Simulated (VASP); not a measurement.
# SnTe2 (Fm-3m) in VASP: further runs

The runs below take SnTe2 through single point, with r2SCAN, r2SCAN+D3(BJ).

Program: VASP 6.6.1. These are calculated values, not measurements. Logs are shortened: lines on timing, memory, paths and dates and some standing lists are left out, and cuts for length are marked.

### Step 1. The cell of the first run

It takes space group Fm-3m (No. 225, cubic). Conventional cell: a = 7.402 Å, b = 7.402 Å, c = 7.402 Å, α = 90.00°, β = 90.00°, γ = 90.00°. Sn (site symmetry m-3m) has 8 Te at 3.21 Å within 4.2 Å. Within 4.2 Å of Te (site symmetry -43m) lie 4 Sn at 3.21 Å and 6 Te at 3.70 Å.

### Step 2. Single point, r2SCAN

File POSCAR:

```
SnTe2
1.0
    0.0000000000      3.7010376726      3.7010376726
    3.7010376726      0.0000000000      3.7010376726
    3.7010376726      3.7010376726      0.0000000000
Sn Te
1 2
Direct
    0.0000000000      0.0000000000      0.0000000000
    0.2500000000      0.2500000000      0.2500000000
    0.7500000000      0.7500000000      0.7500000000
```

File INCAR.step1:

```
PREC = Accurate ; ENCUT = 520
ISMEAR = 1 ; SIGMA = 0.05
LREAL = False ; LASPH = True
NELM = 100 ; NBANDS = 20
GGA = PE ; ALGO = Normal
EDIFF = 1E-4 ; LWAVE = True
LCHARG = False
```

File INCAR.step2:

```
PREC = Accurate ; ENCUT = 520
EDIFF = 1E-6 ; ISMEAR = 1
SIGMA = 0.05 ; LREAL = False
LASPH = True ; NELM = 100
ALGO = Normal ; ISIF = 2
LWAVE = False ; LCHARG = True
METAGGA = R2SCAN ; LMIXTAU = True
LELF = True ; LVHAR = True
NBANDS = 20 ; ISTART = 1
```

File KPOINTS:

```
regular mesh
0
Gamma
  4 4 4
```

Potentials or basis: VASP PAW PBE potentials, release 64 (Sn_d, Te).

Started as:

```
$ cat potpaw_PBE.64/Sn_d/POTCAR potpaw_PBE.64/Te/POTCAR > POTCAR
$ cp INCAR.step1 INCAR
$ mpirun -np 1 vasp_std > vasp.out
$ cp INCAR.step2 INCAR
$ mpirun -np 1 vasp_std > vasp.out
```

OUTCAR:

```text
PREC = Accurate
   ENCUT = 520
   EDIFF = 1E-6
   ISMEAR = 1
   LREAL = False
   LASPH = True
   NELM = 100
   ISIF = 2
   METAGGA = R2SCAN
   ISTART = 1

 ion  position               nearest neighbor table
   1  0.000  0.000  0.000-   3 3.21   3 3.21   3 3.21   2 3.21   3 3.21   2 3.21   2 3.21   2 3.21

   2  0.250  0.250  0.250-   1 3.21   1 3.21   1 3.21   1 3.21
   3  0.750  0.750  0.750-   1 3.21   1 3.21   1 3.21   1 3.21

  LATTYP: Found a face centered cubic cell.
 ALAT       =     7.4020753452

  Lattice vectors:

 A1 = (   0.0000000000,   3.7010376726,   3.7010376726)
 A2 = (   3.7010376726,   0.0000000000,   3.7010376726)
 A3 = (   3.7010376726,   3.7010376726,   0.0000000000)

Analysis of symmetry for initial positions (statically):
=====================================================================
 Subroutine PRICEL returns:
 Original cell was already a primitive cell.

 Routine SETGRP: Setting up the symmetry group for a
 face centered cubic supercell.

 Subroutine GETGRP returns: Found 48 space group operations
 (whereof 48 operations were pure point group operations)
 out of a pool of 48 trial point group operations.

The static configuration has the point symmetry O_h .

Analysis of symmetry for dynamics (positions and initial velocities):
=====================================================================
 Subroutine PRICEL returns:
 Original cell was already a primitive cell.

 Routine SETGRP: Setting up the symmetry group for a
 face centered cubic supercell.

 Subroutine GETGRP returns: Found 48 space group operations
 (whereof 48 operations were pure point group operations)
 out of a pool of 48 trial point group operations.

The dynamic configuration has the point symmetry O_h .

 Subroutine INISYM returns: Found 48 space group operations
 (whereof 48 operations are pure point group operations),
 and found     1 'primitive' translations

----------------------------------------------------------------------------------------

                                     Primitive cell

  volume of cell :     101.3913

  direct lattice vectors                    reciprocal lattice vectors
     0.000000000  3.701037673  3.701037673    -0.135097247  0.135097247  0.135097247
     3.701037673  0.000000000  3.701037673     0.135097247 -0.135097247  0.135097247
     3.701037673  3.701037673  0.000000000     0.135097247  0.135097247 -0.135097247

  length of vectors
     5.234057671  5.234057671  5.234057671     0.233995295  0.233995295  0.233995295

  position of ions in fractional coordinates (direct lattice)
     0.000000000  0.000000000  0.000000000
     0.250000000  0.250000000  0.250000000
     0.750000000  0.750000000  0.750000000

  ion indices of the primitive-cell ions
   primitive index   ion index
                 1           1
                 2           2
                 3           3

----------------------------------------------------------------------------------------

 KPOINTS: regular mesh

Automatic generation of k-mesh.
 Grid dimensions read from file:
 generate k-points for:    4    4    4

 Generating k-lattice:

  Cartesian coordinates                     Fractional coordinates (reciprocal lattice)
    -0.033774312  0.033774312  0.033774312     0.250000000  0.000000000  0.000000000
     0.033774312 -0.033774312  0.033774312     0.000000000  0.250000000  0.000000000
     0.033774312  0.033774312 -0.033774312     0.000000000  0.000000000  0.250000000

  Length of vectors
     0.058498824  0.058498824  0.058498824

  Shift w.r.t. Gamma in fractional coordinates (k-lattice)
     0.000000000  0.000000000  0.000000000

 Subroutine IBZKPT returns following result:
 ===========================================

 Found      8 irreducible k-points:

 Following reciprocal coordinates:
            Coordinates               Weight
  0.000000  0.000000  0.000000      1.000000
  0.250000  0.000000  0.000000      8.000000
  0.500000  0.000000  0.000000      4.000000
  0.250000  0.250000  0.000000      6.000000
  0.500000  0.250000  0.000000     24.000000
 -0.250000  0.250000  0.000000     12.000000
  0.500000  0.500000  0.000000      3.000000
 -0.250000  0.500000  0.250000      6.000000
   k-points           NKPTS =      8   k-points in BZ     NKDIM =      8   number of bands    NBANDS=     20
   number of dos      NEDOS =    301   number of ions     NIONS =      3
   total plane-waves  NPLWV =  64000
   dimension x,y,z NGX =    40 NGY =   40 NGZ =   40
   dimension x,y,z NGXF=    80 NGYF=   80 NGZF=   80
   ions per type =               1   2
   NGX,Y,Z   is equivalent  to a cutoff of  12.70, 12.70, 12.70 a.u.
   NGXF,Y,Z  is equivalent  to a cutoff of  25.41, 25.41, 25.41 a.u.
 SYSTEM =  unknown system
   PREC   = accura    normal or accurate (medium, high low for compatibility)
   ISTART =      1    job   : 0-new  1-cont  2-samecut
   ICHARG =      0    charge: 1-file 2-atom 10-const
[... 125 lines left out ...]
     16       8.8836      0.00000
     17      10.2015      0.00000
     18      11.5196      0.00000
     19      12.2495      0.00000
     20      12.2495      0.00000

 k-point     4 :       0.2500    0.2500    0.0000
  band No.  band energies     occupation
      1     -16.5189      2.00000
      2     -16.5145      2.00000
      3     -16.5145      2.00000
      4     -16.4994      2.00000
      5     -16.4986      2.00000
      6      -6.9723      2.00000
      7      -4.8536      2.00000
      8      -0.8368      2.00000
      9       1.5137      2.00000
     10       1.5137      2.00000
     11       4.1721      2.00000
     12       4.2267      2.00000
     13       4.9986      2.00000
     14       4.9986      2.00000
     15       6.8550      0.00000
     16       8.6460      0.00000
     17       8.6460      0.00000
     18      11.1492      0.00000
     19      12.5462      0.00000
     20      12.9921      0.00000

 k-point     5 :       0.5000    0.2500    0.0000
  band No.  band energies     occupation
      1     -16.5190      2.00000
      2     -16.5148      2.00000
      3     -16.5136      2.00000
      4     -16.4994      2.00000
      5     -16.4986      2.00000
      6      -6.2352      2.00000
      7      -5.4906      2.00000
      8      -1.9351      2.00000
      9       1.3797      2.00000
     10       1.4155      2.00000
     11       3.7978      2.00000
     12       4.8163      2.00000
     13       5.0631      2.00000
     14       5.3683      0.39429
     15       8.7886      0.00000
     16       9.2563      0.00000
     17       9.3846      0.00000
     18      11.5449      0.00000
     19      12.6985      0.00000
     20      13.5543      0.00000

 k-point     6 :      -0.2500    0.2500    0.0000
  band No.  band energies     occupation
      1     -16.5173      2.00000
      2     -16.5160      2.00000
      3     -16.5144      2.00000
      4     -16.4990      2.00000
      5     -16.4990      2.00000
      6      -6.4827      2.00000
      7      -5.3686      2.00000
      8      -1.5395      2.00000
      9       1.7510      2.00000
     10       2.1244      2.00000
     11       2.9087      2.00000
     12       3.8176      2.00000
     13       5.3001      2.04475
     14       5.5998     -0.00000
     15       8.0009      0.00000
     16       8.7812      0.00000
     17       9.7398      0.00000
     18      10.7610      0.00000
     19      12.9507      0.00000
     20      14.0988      0.00000

 k-point     7 :       0.5000    0.5000    0.0000
  band No.  band energies     occupation
      1     -16.5217      2.00000
      2     -16.5128      2.00000
      3     -16.5128      2.00000
      4     -16.4999      2.00000
      5     -16.4983      2.00000
      6      -6.2086      2.00000
      7      -5.1986      2.00000
      8      -2.5050      2.00000
      9       0.9128      2.00000
     10       0.9128      2.00000
     11       3.7564      2.00000
     12       5.8415     -0.00000
     13       5.8415     -0.00000
     14       6.4928      0.00000
     15       7.9003      0.00000
     16       9.8448      0.00000
     17       9.8448      0.00000
     18      11.2282      0.00000
     19      12.1523      0.00000
     20      13.4732      0.00000

 k-point     8 :      -0.2500    0.5000    0.2500
  band No.  band energies     occupation
      1     -16.5172      2.00000
      2     -16.5172      2.00000
      3     -16.5128      2.00000
      4     -16.4995      2.00000
      5     -16.4987      2.00000
      6      -5.7711      2.00000
      7      -5.7711      2.00000
      8      -2.4632      2.00000
      9       0.6003      2.00000
     10       2.7834      2.00000
     11       2.7834      2.00000
     12       4.6277      2.00000
     13       6.0845     -0.00000
     14       6.2030     -0.00000
     15       8.0626      0.00000
     16       9.4222      0.00000
     17       9.4222      0.00000
     18      12.4343      0.00000
     19      13.3810      0.00000
     20      13.3812      0.00000

------------------------ aborting loop because EDIFF is reached ----------------------------------------

  FORCE on cell =-STRESS in cart. coord.  units (eV):
  Direction    XX          YY          ZZ          XY          YZ          ZX
  --------------------------------------------------------------------------------------
  -------------------------------------------------------------------------------------
  Total        0.3043390      0.3043390      0.3043390      0.0000000      0.0000000      0.0000000
  in kB        4.8091435      4.8091435      4.8091435      0.0000000      0.0000000      0.0000000
  external PRESSURE =       4.8091435 kB  Pullay stress =       0.0000000 kB

 VOLUME and BASIS-vectors are now :
 -----------------------------------------------------------------------------
  energy-cutoff  :      520.00
  volume of cell :      101.39
      direct lattice vectors                 reciprocal lattice vectors
     0.000000000  3.701037673  3.701037673    -0.135097247  0.135097247  0.135097247
     3.701037673  0.000000000  3.701037673     0.135097247 -0.135097247  0.135097247
     3.701037673  3.701037673  0.000000000     0.135097247  0.135097247 -0.135097247

 POSITION                                       TOTAL-FORCE (eV/Angst)
 -----------------------------------------------------------------------------------
      0.00000      0.00000      0.00000        -0.000000     -0.000000     -0.000000
      1.85052      1.85052      1.85052         0.000000     -0.000000     -0.000000
      5.55156      5.55156      5.55156         0.000000      0.000000      0.000000
 -----------------------------------------------------------------------------------
    total drift:                               -0.000000      0.000000      0.000000

  FREE ENERGIE OF THE ION-ELECTRON SYSTEM (eV)
  ---------------------------------------------------
  free  energy   TOTEN  =       -74.8942531482 eV

  energy  without entropy=      -74.8919993175  energy(sigma->0) =      -74.89350187
```

Wall time 92 s (1 thread of Intel Xeon Platinum 8488C (Sapphire Rapids), shared host); peak memory 0.26 GiB.

Results:

| Property | Result |
| --- | --- |
| Free energy | -74.8943 eV |
| Pressure | 0.5 GPa |
| Band gap on the k mesh | zero (bands 13 and 14 overlap by 2.16 eV) |

Caveat: the k points lie up to 0.37 Å⁻¹ apart, too coarse for converged energies and pressures of a metal; the PAW data sets were made with another functional, which shifts forces and pressure a little; spin-orbit coupling is left out, which moves the levels of the heavy elements.

### Step 3. Single point, r2SCAN

POSCAR is that of step 2.

File INCAR.step1:

```
ALGO = Normal
EDIFF = 1E-4
ENCUT = 520
GGA = PE
ISMEAR = -1
LASPH = True
LCHARG = False
LREAL = False
LWAVE = True
NBANDS = 20
NELM = 80
PREC = Accurate
SIGMA = 0.001
```

File INCAR.step2:

```
ALGO = Normal
EDIFF = 1E-6
ENCUT = 520
ISIF = 2
ISMEAR = -1
ISTART = 1
LASPH = True
LCHARG = False
LMIXTAU = True
LREAL = False
LWAVE = False
METAGGA = R2SCAN
NBANDS = 20
NELM = 80
PREC = Accurate
SIGMA = 0.001
```

File KPOINTS:

```
k-points
0
Gamma
  4 4 4
```

Potentials or basis: VASP PAW PBE potentials, release 64 (Sn_d, Te).

Started as:

```
$ cat potpaw_PBE.64/Sn_d/POTCAR potpaw_PBE.64/Te/POTCAR > POTCAR
$ cp INCAR.step1 INCAR
$ mpirun -np 1 vasp_std > vasp.out
$ cp INCAR.step2 INCAR
$ mpirun -np 1 vasp_std > vasp.out
```

Wall time 86 s (1 thread of Intel Xeon Platinum 8488C (Sapphire Rapids), shared host); peak memory 0.26 GiB.

Results (log left out):

```yaml
Free_energy: -74.8918 eV
Pressure: 0.5 GPa
Band_gap_on_the_k_mesh: zero (bands 13 and 14 overlap by 2.17 eV)
```

Levels at points of the mesh, in eV from the Fermi level:
| k point | band 10 | band 11 | band 12 | band 13 | band 14 | band 15 | band 16 | band 17 |
| --- | --- | --- | --- | --- | --- | --- | --- | --- |
| (0.00, 0.00, 0.00) | -2.77 | -2.77 | -1.45 | -1.45 | -1.45 | 1.83 | 1.83 | 1.83 |
| (0.50, 0.00, 0.00) | -3.06 | -2.50 | -1.94 | -1.94 | 0.81 | 3.52 | 3.52 | 4.83 |
| (0.50, 0.50, 0.00) | -4.45 | -1.61 | 0.47 | 0.47 | 1.13 | 2.53 | 4.48 | 4.48 |

Caveat: the k points lie up to 0.37 Å⁻¹ apart, too coarse for converged energies and pressures of a metal; the PAW data sets were made with another functional, which shifts forces and pressure a little; spin-orbit coupling is left out, which moves the levels of the heavy elements.

### Step 4. Single point, r2SCAN+D3(BJ)

POSCAR is that of step 3.

File INCAR.step1:

```
SYSTEM = SnTe2
ALGO = Normal
EDIFF = 1E-4
ENCUT = 520
GGA = PE
ISMEAR = -1
LASPH = .TRUE.
LCHARG = .FALSE.
LREAL = .FALSE.
LWAVE = .TRUE.
NBANDS = 20
NELM = 80
PREC = Accurate
SIGMA = 0.02
```

File INCAR.step2:

```
SYSTEM = SnTe2
ALGO = Normal
EDIFF = 1E-6
ENCUT = 520
ISIF = 2
ISMEAR = -1
ISTART = 1
IVDW = 12
LASPH = .TRUE.
LCHARG = .FALSE.
LMIXTAU = .TRUE.
LREAL = .FALSE.
LWAVE = .FALSE.
METAGGA = R2SCAN
NBANDS = 20
NELM = 80
PREC = Accurate
SIGMA = 0.02
VDW_A1 = 0.49484001
VDW_A2 = 5.73083694
VDW_S6 = 1.0
VDW_S8 = 0.78981345
```

File KPOINTS:

```
k-points
0
G
  4 4 4
  0 0 0
```

Started as:

```
$ cat potpaw_PBE.64/Sn_d/POTCAR potpaw_PBE.64/Te/POTCAR > POTCAR
$ cp INCAR.step1 INCAR
$ mpirun -np 1 vasp_std > vasp.out
$ cp INCAR.step2 INCAR
$ mpirun -np 1 vasp_std > vasp.out
```

It took 79 s on 1 thread of Intel Xeon Platinum 8488C (Sapphire Rapids), shared host; peak memory 0.26 GiB.

It converged, with:

```
Free energy                : -75.4504 eV
Pressure                   : -0.5 GPa
Band gap on the k mesh     : zero (bands 13 and 14 overlap by 2.17 eV)
Dispersion energy per atom : -0.184 eV
```

Levels at points of the mesh, in eV from the Fermi level:
```csv
k point,band 10,band 11,band 12,band 13,band 14,band 15,band 16,band 17
"(0.00, 0.00, 0.00)",-2.75,-2.75,-1.43,-1.43,-1.43,1.85,1.85,1.85
"(0.50, 0.00, 0.00)",-3.05,-2.48,-1.92,-1.92,0.83,3.53,3.53,4.85
"(0.50, 0.50, 0.00)",-4.44,-1.59,0.49,0.49,1.15,2.55,4.49,4.49
```

Caveat: the k points lie up to 0.37 Å⁻¹ apart, too coarse for converged energies and pressures of a metal; the PAW data sets were made with another functional, which shifts forces and pressure a little; spin-orbit coupling is left out, which moves the levels of the heavy elements.

### Step 5. Single point, r2SCAN

POSCAR is that of step 4.

File INCAR.step1:

```
SYSTEM = SnTe2
ALGO     = Normal         ! electronic algorithm
EDIFF    = 1E-4           ! SCF threshold, eV
ENCUT    = 520            ! plane-wave cutoff, eV
GGA      = PE             ! functional
ISMEAR   = 0              ! smearing method
LASPH    = .TRUE.         ! aspherical terms in the spheres
LCHARG   = .FALSE.        ! write CHGCAR
LREAL    = .FALSE.        ! projectors in reciprocal space
LWAVE    = .TRUE.         ! write WAVECAR
NBANDS   = 20             ! bands
NELM     = 100            ! most SCF steps
PREC     = Accurate       ! precision mode
SIGMA    = 0.2            ! smearing width, eV
```

File INCAR.step2:

```
SYSTEM = SnTe2
ALGO     = Normal         ! electronic algorithm
EDIFF    = 1E-6           ! SCF threshold, eV
ENCUT    = 520            ! plane-wave cutoff, eV
ISIF     = 2              ! what is computed and relaxed
ISMEAR   = 0              ! smearing method
ISTART   = 1            
LASPH    = .TRUE.         ! aspherical terms in the spheres
LCHARG   = .FALSE.        ! write CHGCAR
LMIXTAU  = .TRUE.       
LREAL    = .FALSE.        ! projectors in reciprocal space
LWAVE    = .FALSE.        ! write WAVECAR
METAGGA  = R2SCAN         ! meta-GGA
NBANDS   = 20             ! bands
NELM     = 100            ! most SCF steps
PREC     = Accurate       ! precision mode
SIGMA    = 0.2            ! smearing width, eV
```

KPOINTS is that of step 4.

Started as:

```
$ cat potpaw_PBE.64/Sn_d/POTCAR potpaw_PBE.64/Te/POTCAR > POTCAR
$ cp INCAR.step1 INCAR
$ mpirun -np 1 vasp_std > vasp.out
$ cp INCAR.step2 INCAR
$ mpirun -np 1 vasp_std > vasp.out
```

Run time: 1.7 min. Hardware: 1 thread of Intel Xeon Platinum 8488C (Sapphire Rapids), shared host; peak memory 0.26 GiB.

The run converged. Its results:

- Free energy: -74.9445 eV
- Pressure: 0.3 GPa
- Band gap on the k mesh: zero (bands 13 and 14 overlap by 2.18 eV)

Levels at points of the mesh, in eV from the Fermi level:
| k point | band 11 | band 12 | band 13 | band 14 | band 15 | band 16 |
| --- | --- | --- | --- | --- | --- | --- |
| (0.00, 0.00, 0.00) | -2.74 | -1.44 | -1.44 | -1.44 | 1.85 | 1.85 |
| (0.50, 0.00, 0.00) | -2.48 | -1.91 | -1.91 | 0.84 | 3.53 | 3.53 |
| (0.50, 0.50, 0.00) | -1.59 | 0.51 | 0.51 | 1.16 | 2.53 | 4.48 |

Caveat: the k points lie up to 0.37 Å⁻¹ apart, too coarse for converged energies and pressures of a metal; the PAW data sets were made with another functional, which shifts forces and pressure a little; spin-orbit coupling is left out, which moves the levels of the heavy elements.

### Step 6. Overview

| level | smearing | gap on the mesh (eV) | pressure (GPa) |
| --- | --- | --- | --- |
| r2SCAN | methfessel-paxton 0.05 eV | none | 0.5 |
| r2SCAN | fermi-dirac 0.001 eV | none | 0.5 |
| r2SCAN+D3(BJ) | fermi-dirac 0.02 eV | none | -0.5 |
| r2SCAN | gaussian 0.2 eV | none | 0.3 |

Alike in all rows: task single point; potentials or basis VASP PAW PBE potentials, release 64 (Sn_d, Te); no spin polarisation; cell as given; k mesh 4 × 4 × 4; cutoff (eV) 520.

Caveats: all runs use coarse meshes; the PAW data sets were made with another functional, which shifts forces and pressure a little; spin-orbit coupling is left out, which moves the levels of the heavy elements.

Absolute energies hang on the potentials; compare differences alone.
